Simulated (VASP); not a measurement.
CdO, 2 atoms in the cell. It takes space group Fm-3m (No. 225, cubic). Conventional cell: a = 4.722 Å, b = 4.722 Å, c = 4.722 Å, α = 90.00°, β = 90.00°, γ = 90.00°. Within 3.1 Å of Cd (site symmetry m-3m) lie 6 O at 2.36 Å. O (site symmetry m-3m) has 6 Cd at 2.36 Å within 3.1 Å. 

```yaml
Program: VASP 6.6.1
Task: single point
Functional: PBE
Potentials_or_basis: VASP PAW PBE potentials, release 64 (Cd, O)
Cutoff: 600 eV
k_mesh: 4 × 4 × 4
Occupations: gaussian, width 0.1 eV
Spin: no spin polarisation
Dipole_correction: no
Further_INCAR_settings: ALGO = Normal; EDIFF = 1e-06; NBANDS = 16
```

Potentials or basis: VASP PAW PBE potentials, release 64 (Cd, O).

Command:

```sh
$ cat potpaw_PBE.64/Cd/POTCAR potpaw_PBE.64/O/POTCAR > POTCAR
$ mpirun -np 1 vasp_std > vasp.out
```

Hardware: 1 thread of Intel(R) Xeon(R) 6975P-C (Granite Rapids), on a shared host.

Question: How long does it take, and how much memory?

Answer: Wall time 4 s on 1 thread of Intel(R) Xeon(R) 6975P-C (Granite Rapids), on a shared host, peak memory 0.14 GiB. Counts: scf iterations 13, k points 8.
